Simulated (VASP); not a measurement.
Set up this calculation in VASP 6.6.1, as the native input.

```yaml
Task: relaxation of cell and atoms
Functional: PBE
Potentials_or_basis: VASP PAW PBE potentials, release 64 (Sc_sv, W_sv)
Cutoff: 600 eV
k_mesh: 4 × 4 × 4
Occupations: gaussian, width 0.1 eV
Spin: no spin polarisation
Dipole_correction: no
Further_INCAR_settings: ALGO = Normal; EDIFF = 1e-06; IBRION = 2; EDIFFG = -0.04; NSW = 90; ISIF = 3
```

The structure of ScW3 lies in POSCAR:

```
ScW3
1.0
    4.2772666300      0.0000000000      0.0000000000
    0.0000000000      4.2772666300      0.0000000000
    0.0000000000      0.0000000000      4.2772666300
Sc W
1 3
Direct
    0.0000000000      0.0000000000      0.0000000000
    0.0000000000      0.5000000000      0.5000000000
    0.5000000000      0.5000000000      0.0000000000
    0.5000000000      0.0000000000      0.5000000000
```

The input as run:

INCAR

```
PREC = Accurate
ENCUT = 600
EDIFF = 1E-6
ISMEAR = 0
SIGMA = 0.1
LREAL = False
LASPH = True
NELM = 60
ALGO = Normal
ISIF = 3
LWAVE = False
LCHARG = False
GGA = PE
IBRION = 2
NSW = 90
EDIFFG = -0.04
```

KPOINTS

```
Automatic mesh
0
Gamma
  4 4 4
```

Potentials or basis: VASP PAW PBE potentials, release 64 (Sc_sv, W_sv).

Launch:

```bash
$ cat potpaw_PBE.64/Sc_sv/POTCAR potpaw_PBE.64/W_sv/POTCAR > POTCAR
$ mpirun -np 1 vasp_std > vasp.out
```

Results of the run:

The relaxed volume is 17.37 Å³/atom, the relaxed cell is a = 4.111 Å, b = 4.111 Å, c = 4.111 Å, α = 90.00°, β = 90.00°, γ = 90.00° and the space group after relaxing (to 0.05 Å) is Pm-3m (No. 221). The energy gained by relaxing is 145.3 meV/atom. The ionic steps are 5. The pressure after relaxing is 0.1 GPa.

Caveat: the k points lie up to 0.38 Å⁻¹ apart in the final cell.

Run time: 2.9 min on 1 thread of Oxide Virtual Turin-like Processor (shared host), peak memory 0.2 GiB.
